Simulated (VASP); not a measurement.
# Ga (P-1) in VASP: further runs

The runs below take Ga through single point, with LDA.

All numbers are computed with VASP 6.6.1; they aren't measurements. Logs are shortened: lines on timing, memory, paths and dates and some standing lists are left out, and cuts for length are marked.

**1. The cell of the first run**

The typed cell holds 2 atoms: a = 4.343 Å, b = 4.289 Å, c = 3.170 Å, α = 91.47°, β = 89.31°, γ = 140.74°.

**2. Single point, LDA (equal xy, yz and zx shear strains of -2 %)**

Input file INCAR:

```
ALGO = Normal
EDIFF = 1E-6
ENCUT = 520
GGA = CA
ISIF = 2
ISMEAR = -1
LASPH = True
LCHARG = False
LREAL = False
LWAVE = False
NBANDS = 20
NELM = 60
PREC = Accurate
SIGMA = 0.08
```

Input file KPOINTS:

```
k-points
0
Gamma
  12 12 10
```

Input file POSCAR:

```
Ga
1.0
    1.4906500000     -4.0795000000      0.0261500000
    1.4093500000      4.0505000000     -0.0551500000
   -0.0317000000     -0.0317000000      3.1700000000
Ga
2
Direct
    0.8670000000      0.1330000000      0.2500000000
    0.1330000000      0.8670000000      0.7500000000
```

Potentials or basis: VASP PAW LDA potentials, release 64 (Ga_d).

The run is started by

```
$ cat potpaw_LDA.64/Ga_d/POTCAR > POTCAR
$ mpirun -np 1 vasp_std > vasp.out
```

OUTCAR:

```text
EDIFF = 1E-6
   ENCUT = 520
   GGA = CA
   ISIF = 2
   ISMEAR = -1
   LASPH = True
   LREAL = False
   NELM = 60
   PREC = Accurate

 ion  position               nearest neighbor table
   1  0.867  0.133  0.250-   2 2.66   2 2.71   2 2.81   2 2.88   2 2.89   2 2.89
   2  0.133  0.867  0.750-   1 2.66   1 2.71   1 2.81   1 2.88   1 2.89   1 2.89

  LATTYP: Found a triclinic cell.
 ALAT       =     2.9002899855
 B/A-ratio  =     2.0732816395
 C/A-ratio  =     1.0931034483
 COS(alpha) =     0.0009430936
 COS(beta)  =     0.0198960208
 COS(gamma) =     0.7369422000

  Lattice vectors:

 A1 = (   2.9000000000,  -0.0290000000,  -0.0290000000)
 A2 = (   4.3906500000,  -4.1085000000,  -0.0028500000)
 A3 = (   0.0317000000,   0.0317000000,  -3.1700000000)

Analysis of symmetry for initial positions (statically):
=====================================================================
 Subroutine PRICEL returns:
 Original cell was already a primitive cell.

 Routine SETGRP: Setting up the symmetry group for a
 triclinic supercell.

 Subroutine GETGRP returns: Found  2 space group operations
 (whereof  2 operations were pure point group operations)
 out of a pool of  2 trial point group operations.

The static configuration has the point symmetry S_2 .

Analysis of symmetry for dynamics (positions and initial velocities):
=====================================================================
 Subroutine PRICEL returns:
 Original cell was already a primitive cell.

 Routine SETGRP: Setting up the symmetry group for a
 triclinic supercell.

 Subroutine GETGRP returns: Found  2 space group operations
 (whereof  2 operations were pure point group operations)
 out of a pool of  2 trial point group operations.

The dynamic configuration has the point symmetry S_2 .

 Subroutine INISYM returns: Found  2 space group operations
 (whereof  2 operations are pure point group operations),
 and found     1 'primitive' translations

----------------------------------------------------------------------------------------

                                     Primitive cell

  volume of cell :      37.3583

[... 78 lines left out ...]
 SYSTEM =  unknown system
   PREC   = accura    normal or accurate (medium, high low for compatibility)
   ISTART =      0    job   : 0-new  1-cont  2-samecut
   ICHARG =      2    charge: 1-file 2-atom 10-const
   ISPIN  =      1    spin polarized calculation?
   LNONCOLLINEAR =      F non collinear calculations
   LSORBIT =      F    spin-orbit coupling
   LASPH  =      T    aspherical Exc in radial PAW
   ENCUT  =  520.0 eV  38.22 Ry    6.18 a.u.   8.08  7.97  5.89*2*pi/ulx,y,z
   NELM   =     60;   NELMIN=  2; NELMDL= -5     # of ELM steps
   EDIFF  = 0.1E-05   stopping-criterion for ELM
   LREAL  =      F    real-space projection
   EDIFFG = 0.1E-04   stopping-criterion for IOM
   NSW    =      0    number of steps for IOM
   IBRION =     -1    ionic relax: 0-MD 1-quasi-New 2-CG
   NFREE  =      0    steps in history (QN), initial steepest desc. (CG)
   ISIF   =      2    stress and relaxation
   ISYM   =      2    0-nonsym 1-usesym 2-fastsym
   POTIM  = 0.5000    time-step for ionic-motion
   TEBEG  =    0.0;   TEEND  =   0.0 temperature during run
   PSTRESS=    0.0 pullay stress
   NELECT =      26.0000    total number of electrons
   NUPDOWN=      -1.0000    fix difference up-down
   EMIN   =  10.00;   EMAX   =-10.00  energy-range for DOS
   EFERMI =   0.00;   METHOD = LEGACY
   ISMEAR =    -1;   SIGMA  =   0.08  broadening in eV -4-tet -1-fermi 0-gaus
   EFERMI_NEDOS =   21; number of points for ismear=-14 and -15
   IALGO  =     38    algorithm
   IMIX   =      4    mixing-type and parameters
     AMIX     =   0.40;   BMIX     =  1.00
     AMIX_MAG =   1.60;   BMIX_MAG =  1.00
  volume/ion in A,a.u.               =      18.68       126.05
  Fermi-wavevector in a.u.,A,eV,Ry     =   1.450787  2.741590 28.637321  2.104784
  Thomas-Fermi vector in A             =   2.568359
   LORBIT       =      0    0 simple, 1 ext, 2 COOP (PROOUT), +10 PAW based schemes
   GGA     = CA    functional components
   LHFCALC =     F    Hartree Fock is set to
   AEXX    =    0.0000 exact exchange contribution
   IVDW    =     0    specifies the selected vdW correction
   LEPSILON=     F    determine dielectric tensor
   LRPA    =     F    only Hartree local field effects (RPA)
 non-spin polarized calculation
  energy-cutoff  :      520.00
  volume of cell :       37.36
 maximum number of plane-waves:      1025
   NGX = 17   NGY = 15   NGZ = 11

 number of electron      26.0000002 magnetization

 Free energy of the ion-electron system (eV)
  ---------------------------------------------------
  ext. energy  EPLUGINS =         0.00000000
  ---------------------------------------------------
  free energy    TOTEN  =        -7.10809989 eV

  energy without entropy =       -7.09038764  energy(sigma->0) =       -7.09924377

 E-fermi :   5.3906     XC(G=0): -11.3327

 val. band max:        5.3882905055   @ k =  -0.0833   0.3333   0.2000
 cond. band min:       5.3912989360   @ k =   0.0000  -0.1667   0.1000
 fundamental gap:      0.0030084304
 Fermi energy:         5.3906250510

 k-point     1 :       0.0000    0.0000    0.0000
  band No.  band energies     occupation
      1      -9.8789      2.00000
      2      -9.8579      2.00000
      3      -9.7861      2.00000
      4      -9.7710      2.00000
      5      -9.5821      2.00000
      6      -9.5657      2.00000
[... 541 lines left out ...]
     19      16.2554      0.00000
     20      17.6338      0.00000

 [... further k-points ...]

------------------------ aborting loop because EDIFF is reached ----------------------------------------

  FORCE on cell =-STRESS in cart. coord.  units (eV):
  Direction    XX          YY          ZZ          XY          YZ          ZX
  --------------------------------------------------------------------------------------
  -------------------------------------------------------------------------------------
  Total       -1.3448722     -0.7291726     -0.5555093     -0.0027511      0.1324639     -0.0440669
  in kB      -57.6773078    -31.2719031    -23.8240333     -0.1179839      5.6809582     -1.8898878
  external PRESSURE =     -37.5910814 kB  Pullay stress =       0.0000000 kB

 VOLUME and BASIS-vectors are now :
 -----------------------------------------------------------------------------
  energy-cutoff  :      520.00
  volume of cell :       37.36
      direct lattice vectors                 reciprocal lattice vectors
     1.490650000 -4.079500000  0.026150000     0.343654575 -0.119542273  0.002241123
     1.409350000  4.050500000 -0.055150000     0.346139950  0.126509894  0.004726498
    -0.031700000 -0.031700000  3.170000000     0.003187082  0.003187082  0.315521155

 POSITION                                       TOTAL-FORCE (eV/Angst)
 -----------------------------------------------------------------------------------
      1.47191     -3.00613      0.80784        -0.007136      0.182260      0.012676
      1.39639      2.94543      2.33316         0.007136     -0.182260     -0.012676
 -----------------------------------------------------------------------------------
    total drift:                                0.000000      0.000000     -0.000000

  FREE ENERGIE OF THE ION-ELECTRON SYSTEM (eV)
  ---------------------------------------------------
  free  energy   TOTEN  =        -7.1080998898 eV

  energy  without entropy=       -7.0903876417  energy(sigma->0) =       -7.09924377
```

stdout:

```text
POSCAR found type information on POSCAR Ga
 POSCAR found :  1 types and       2 ions
 scaLAPACK will be used
 LDA part: xc-table for (Slater(with rela. corr.)+CA(PZ))
 , standard interpolation
 POSCAR, INCAR and KPOINTS ok, starting setup
 FFT: planning ... GRIDC
 FFT: planning ... GRID_SOFT
 FFT: planning ... GRID
 WAVECAR not read
 entering main loop
```

Wall time 8.8 min (1 thread of Oxide Virtual Turin-like, shared host); peak memory 0.46 GiB.

What came out:

* Free energy: -7.1081 eV
* Pressure: -3.8 GPa
* Largest force: 0.183 eV/Å
* Band gap on the k mesh: zero (band 13 reaches 10.46 eV, above the bottom of band 14 at 1.23 eV)

Forces in eV/Å, atoms in the order of the input:
```
Ga  -0.007  0.182  0.013
Ga   0.007 -0.182 -0.013
```

Caveat: the cell differs from its parent crystal (equal xy, yz and zx shear strains of -2 %).

**3. Single point, LDA (equal xy, yz and zx shear strains of +3 %)**

Input file INCAR:

```
PREC = Accurate
ENCUT = 520
EDIFF = 1E-6
ISMEAR = -1
SIGMA = 0.08
LREAL = F
LASPH = T
NELM = 60
ALGO = Normal
ISIF = 2
LWAVE = F
LCHARG = F
GGA = CA
NBANDS = 20
```

Input file KPOINTS:

```
regular mesh
0
Gamma
  12 12 10
```

Input file POSCAR:

```
Ga
1.0
    1.3890250000     -4.0432500000     -0.0392250000
    1.5109750000      4.0867500000      0.0827250000
    0.0475500000      0.0475500000      3.1700000000
Ga
2
Direct
    0.8670000000      0.1330000000      0.2500000000
    0.1330000000      0.8670000000      0.7500000000
```

Potentials or basis: VASP PAW LDA potentials, release 64 (Ga_d).

The run is started by

```
$ cat potpaw_LDA.64/Ga_d/POTCAR > POTCAR
$ mpirun -np 1 vasp_std > vasp.out
```

Run time: 6.5 min. Hardware: 1 thread of Oxide Virtual Turin-like, shared host; peak memory 0.46 GiB.

The run converged. Its results:

```yaml
Free_energy: -7.1075 eV
Pressure: -3.7 GPa
Largest_force: 0.181 eV/Å
Band_gap_on_the_k_mesh: zero (band 13 reaches 10.45 eV, above the bottom of band 14 at 1.25 eV)
```

Forces in eV/Å, atoms in the order of the input:
```
Ga   0.008  0.178 -0.029
Ga  -0.008 -0.178  0.029
```

Stress tensor (GPa, compression positive):
```
-5.67  0.08  0.23
 0.08 -3.19 -0.75
 0.23 -0.75 -2.23
```

Levels at points of the mesh, in eV from the Fermi level:
```
           k point  band 9  band 10  band 11  band 12  band 13  band 14  band 15  band 16  band 17  band 18
(0.00, 0.00, 0.00)  -14.90   -14.74   -11.23    -2.24    -1.62     2.89     6.70     7.76     8.66    10.39
(0.50, 0.00, 0.00)  -14.82   -14.79    -6.60    -5.39    -1.93    -0.70     6.57     7.01     9.06     9.31
(0.00, 0.50, 0.00)  -14.81   -14.78    -6.85    -5.39    -1.52    -0.16     6.01     6.56     8.48     9.22
(0.50, 0.50, 0.00)  -14.86   -14.80    -9.21    -8.57     5.06     5.78     5.78     7.11     7.20     9.50
(0.00, 0.00, 0.50)  -14.83   -14.81    -7.42    -7.40     1.60     1.96     2.45     2.77     9.86    10.49
(0.50, 0.00, 0.50)  -14.80   -14.78    -2.99    -2.96    -1.63    -1.52     1.18     2.08     3.74     4.50
(0.00, 0.50, 0.50)  -14.80   -14.78    -3.31    -3.21    -1.63    -1.42     2.12     2.13     4.47     4.54
(0.50, 0.50, 0.50)  -14.88   -14.87    -5.86    -5.38    -4.23    -4.13     9.43     9.48    11.01    11.69
```

Caveat: the cell differs from its parent crystal (equal xy, yz and zx shear strains of +3 %).

**4. Single point, LDA (equal xy, yz and zx shear strains of +1 %)**

Input file INCAR:

```
SYSTEM = Ga
ALGO     = Normal         ! electronic algorithm
EDIFF    = 1E-7           ! SCF threshold, eV
ENCUT    = 520            ! plane-wave cutoff, eV
ISIF     = 2              ! what is computed and relaxed
ISMEAR   = -1             ! smearing method
LASPH    = .True.         ! aspherical terms in the spheres
LCHARG   = .False.        ! write CHGCAR
LREAL    = .False.        ! projectors in reciprocal space
LWAVE    = .False.        ! write WAVECAR
NBANDS   = 20             ! bands
NELM     = 100            ! most SCF steps
PREC     = Accurate       ! precision mode
SIGMA    = 0.08           ! smearing width, eV
```

Input file KPOINTS:

```
k-points
0
Gamma
  12 12 10
  0 0 0
```

Input file POSCAR:

```
Ga
1.0
    1.4296750000     -4.0577500000     -0.0130750000
    1.4703250000      4.0722500000      0.0275750000
    0.0158500000      0.0158500000      3.1700000000
Ga
2
Direct
    0.8670000000      0.1330000000      0.2500000000
    0.1330000000      0.8670000000      0.7500000000
```

The run is started by

```
$ cat potpaw_LDA.64/Ga_d/POTCAR > POTCAR
$ mpirun -np 1 vasp_std > vasp.out
```

It took 12 min on 1 thread of Oxide Virtual Turin-like, shared host; peak memory 0.46 GiB.

Results (log left out):

```
Free energy            : -7.1087 eV
Pressure               : -3.7 GPa
Largest force          : 0.180 eV/Å
Band gap on the k mesh : zero (band 13 reaches 10.47 eV, above the bottom of band 14 at 1.21 eV)
```

Forces in eV/Å, atoms in the order of the input:
```
Ga   0.004  0.180 -0.009
Ga  -0.004 -0.180  0.009
```

Stress tensor (GPa, compression positive):
```
-5.76  0.00  0.09
 0.00 -2.91 -0.35
 0.09 -0.35 -2.40
```

Levels at points of the mesh, in eV from the Fermi level:
```tsv
k point	band 10	band 11	band 12	band 13	band 14	band 15	band 16	band 17
(0.00, 0.00, 0.00)	-14.76	-11.25	-2.26	-1.66	2.85	6.67	7.75	8.68
(0.50, 0.00, 0.00)	-14.81	-6.70	-5.41	-1.82	-0.55	6.50	6.70	9.01
(0.00, 0.50, 0.00)	-14.81	-6.79	-5.41	-1.68	-0.37	6.27	6.60	8.73
(0.50, 0.50, 0.00)	-14.83	-9.22	-8.59	5.08	5.73	5.80	7.02	7.14
(0.00, 0.00, 0.50)	-14.84	-7.43	-7.42	1.77	1.93	2.41	2.55	10.12
(0.50, 0.00, 0.50)	-14.81	-3.07	-3.06	-1.62	-1.59	1.61	1.91	4.07
(0.00, 0.50, 0.50)	-14.81	-3.17	-3.13	-1.63	-1.56	1.93	1.93	4.33
(0.50, 0.50, 0.50)	-14.89	-5.72	-5.56	-4.23	-4.19	9.48	9.50	11.20
```

Caveat: the cell differs from its parent crystal (equal xy, yz and zx shear strains of +1 %).

**5. Summary**

```csv
cell,gap on the mesh (eV),pressure (GPa),largest force (eV/Å)
"a = 4.343, b = 4.289, c = 3.170 Å, angles 91.5, 89.3, 140.7°, 2 atoms",none,-3.8,0.18
"a = 4.275, b = 4.358, c = 3.171 Å, angles 87.8, 91.1, 140.7°, 2 atoms",none,-3.7,0.18
"a = 4.302, b = 4.330, c = 3.170 Å, angles 89.3, 90.3, 140.7°, 2 atoms",none,-3.7,0.18
```

Alike in all rows: task single point; level LDA; potentials or basis VASP PAW LDA potentials, release 64 (Ga_d); no spin polarisation; k mesh 12 × 12 × 10; cutoff (eV) 520; smearing fermi-dirac 0.08 eV.

Total energies depend on the potentials used, so only differences within one code and one set of settings carry meaning.
